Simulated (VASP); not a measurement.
Set up this calculation in VASP 6.6.1, as the native input.

- Task: relaxation of cell and atoms
- Functional: r2SCAN
- Potentials or basis: VASP PAW PBE potentials, release 64 (La)
- Cutoff: 600 eV
- k mesh: 5 × 5 × 2
- Occupations: fermi-dirac, width 0.1 eV
- Spin: no spin polarisation
- Dipole correction: no
- Further INCAR settings: ALGO = Normal; EDIFF = 1e-06; IBRION = 2; EDIFFG = -0.01; NSW = 60; ISIF = 3

Crystal: La.

```
La
1.0
     3.77000    0.00000    0.00000
    -1.88500    3.26492    0.00000
     0.00000    0.00000   12.15900
La
4
Direct
  0.00000 0.00000 0.00000
  0.00000 0.00000 0.50000
  0.33333 0.66667 0.75000
  0.66667 0.33333 0.25000
```

These files were run (other wordings do the same):

POSCAR

```
La
1.0
    3.7700000000      0.0000000000      0.0000000000
   -1.8850000000      3.2649157723      0.0000000000
    0.0000000000      0.0000000000     12.1590000000
La
4
Direct
    0.0000000000      0.0000000000      0.0000000000
    0.0000000000      0.0000000000      0.5000000000
    0.3333330000      0.6666670000      0.7500000000
    0.6666670000      0.3333330000      0.2500000000
```

INCAR.step1

```
PREC = Accurate
ENCUT = 600
ISMEAR = -1
SIGMA = 0.1
LREAL = F
LASPH = T
NELM = 80
GGA = PE
ALGO = Normal
EDIFF = 1E-4
LWAVE = T
LCHARG = F
```

INCAR.step2

```
PREC = Accurate
ENCUT = 600
EDIFF = 1E-6
ISMEAR = -1
SIGMA = 0.1
LREAL = F
LASPH = T
NELM = 80
ALGO = Normal
ISIF = 3
LWAVE = F
LCHARG = F
METAGGA = R2SCAN
LMIXTAU = T
IBRION = 2
NSW = 60
EDIFFG = -0.01
ISTART = 1
```

KPOINTS

```
Automatic mesh
0
Gamma
  5 5 2
```

Potentials or basis: VASP PAW PBE potentials, release 64 (La).

Launch:

```console
$ cat potpaw_PBE.64/La/POTCAR > POTCAR
$ cp INCAR.step1 INCAR
$ mpirun -np 1 vasp_std > vasp.out
$ cp INCAR.step2 INCAR
$ mpirun -np 1 vasp_std > vasp.out
```

Results of the run:

```json
{"Relaxed volume": "37.63 Å³/atom", "Relaxed cell": "a = 3.835 Å, b = 3.835 Å, c = 11.816 Å, α = 90.00°, β = 90.00°, γ = 120.00°", "Space group after relaxing (to 0.1 Å)": "P6_3/mmc (No. 194)", "Energy gained by relaxing": "6.4 meV/atom", "Ionic steps": "6", "Pressure after relaxing": "0.0 GPa", "Band gap on the k mesh": "zero (bands 22 and 23 overlap by 1.08 eV)"}
```

Caveat: the k points lie up to 0.38 Å⁻¹ apart in the final cell, too coarse for converged energies and pressures of a metal; the PAW data sets were made with another functional, which shifts forces and pressure a little; spin-orbit coupling is left out, which moves the levels of the heavy elements.

Wall time 10 min on 1 thread of Intel(R) Xeon(R) 6975P-C (Granite Rapids), on a shared host, peak memory 0.33 GiB.
